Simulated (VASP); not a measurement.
Mo: relaxation of cell and atoms with PBE

Mo:

```
CELL_PARAMETERS angstrom
2.40791 0.00000 0.00000
-1.20395 2.08531 0.00000
0.00000 0.00000 2.20554
ATOMIC_POSITIONS crystal
Mo 0.00000 0.00000 0.00000
```

This isn't the form of Mo at room conditions, which is bcc.

- Program: VASP 6.6.1
- Task: relaxation of cell and atoms
- Functional: PBE
- Potentials or basis: VASP PAW PBE potentials, release 64 (Mo_sv)
- Cutoff: 600 eV
- k mesh: 18 × 18 × 17
- Occupations: fermi-dirac, width 0.05 eV
- Spin: no spin polarisation
- Target pressure: 200 GPa
- Dipole correction: no
- Further INCAR settings: ALGO = Normal; EDIFF = 1e-06; IBRION = 2; EDIFFG = -0.005; NSW = 32; ISIF = 3

- Relaxed volume: 11.12 Å³/atom
- Relaxed cell: a = 2.410 Å, b = 2.410 Å, c = 2.212 Å, α = 90.00°, β = 90.00°, γ = 120.00°
- Space group after relaxing (to 0.1 Å): P6/mmm (No. 191)
- Energy change on relaxing (the run minimises the enthalpy): -60.6 meV/atom
- Ionic steps: 11
- Pressure after relaxing: 200.0 GPa
- Band gap on the k mesh: zero (bands 7 and 8 overlap by 3.71 eV)

Step by step:
```csv
step,energy change (eV),largest force (eV/Å),pressure (GPa),volume (Å³)
1,0.0000,0.0000,204.01,11.07
2,-0.5220,0.0000,169.64,11.52
3,-0.0653,0.0000,199.76,11.13
4,-0.0640,0.0000,199.81,11.13
5,-0.0532,0.0000,200.34,11.12
6,-0.0592,0.0000,200.14,11.12
7,-0.0611,0.0000,200.02,11.12
8,-0.0609,0.0000,199.97,11.12
9,-0.0601,0.0000,200.01,11.12
10,-0.0603,0.0000,200.04,11.12
11,-0.0606,0.0000,200.00,11.12
```

Final structure:
```yaml
crystal:
  lattice:
    - [2.40970, 0.00000, 0.00000]
    - [-1.20485, 2.08686, 0.00000]
    - [0.00000, 0.00000, 2.21179]
  atoms:
    - { symbol: Mo, position: [0.00000, 0.00000, 0.00000] }
```

Levels at points of the mesh, in eV from the Fermi level:
| k point | band 3 | band 4 | band 5 | band 6 | band 7 | band 8 | band 9 | band 10 | band 11 |
| --- | --- | --- | --- | --- | --- | --- | --- | --- | --- |
| (0.00, 0.00, 0.00) | -33.51 | -33.06 | -7.63 | -6.91 | -1.97 | -1.97 | 7.12 | 7.12 | 12.66 |
| (0.50, 0.00, 0.00) | -34.45 | -32.56 | -7.88 | -4.33 | 1.53 | 2.85 | 5.89 | 7.16 | 16.11 |

Run time: 2.7 min on 1 thread of Intel Xeon 8259CL (shared host), peak memory 0.17 GiB.

Caveat: the cell is relaxed towards a set pressure, so the run minimises the enthalpy, not the energy.
